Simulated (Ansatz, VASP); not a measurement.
**WC: VASP beside Ansatz**

```
W C
1.0
     2.90050    0.00000    0.00000
    -1.45025    2.51191    0.00000
     0.00000    0.00000    2.82900
W C
1 1
Direct
  0.00000 0.00000 0.89396
  0.66667 0.33333 0.50000
```

Change from the starting cell: all W atoms moved -0.300 Å, as atom 1 along Cartesian [0 0 1].

Alike in both runs: task single point; functional PBEsol; k mesh 6 × 6 × 6; occupations gaussian, width 0.15 eV; no spin polarisation.

|  | VASP | Ansatz |
| --- | --- | --- |
| version | VASP 6.6.1 | Ansatz 0.2.0 |
| potentials or method | VASP PAW PBE potentials, release 64 (W_sv, C_h), cutoff 1300 eV | scalar-relativistic, plane waves, PAW |
| valence electrons in the cell | 18 | 18 |

VASP gave:

| Property | Result |
| --- | --- |
| gap on the k mesh at the Fermi level (eV) | none |
| pressure (GPa) | 20.6 |
| traceless stress, the component that is largest in VASP (GPa) | 1.92 |
| rms of the force components (eV/Å) | 2.921 |

Question: What did Ansatz give for the same quantities?

Answer: gap on the k mesh at the Fermi level (eV): none; pressure (GPa): 19.2; traceless stress, the component that is largest in VASP (GPa): 1.83; rms of the force components (eV/Å): 2.896.

VASP's potentials were made for PBE, not for PBEsol. Atom by atom the forces differ by 0.024 eV/Å (rms over components). A gap of «none» marks a metal or a gap that the smearing closes. With one functional, cell and mesh, what is left measures potentials, basis and numerics.

The k mesh is coarse, so the values compare programs but aren't converged. Spin-orbit coupling is off throughout.
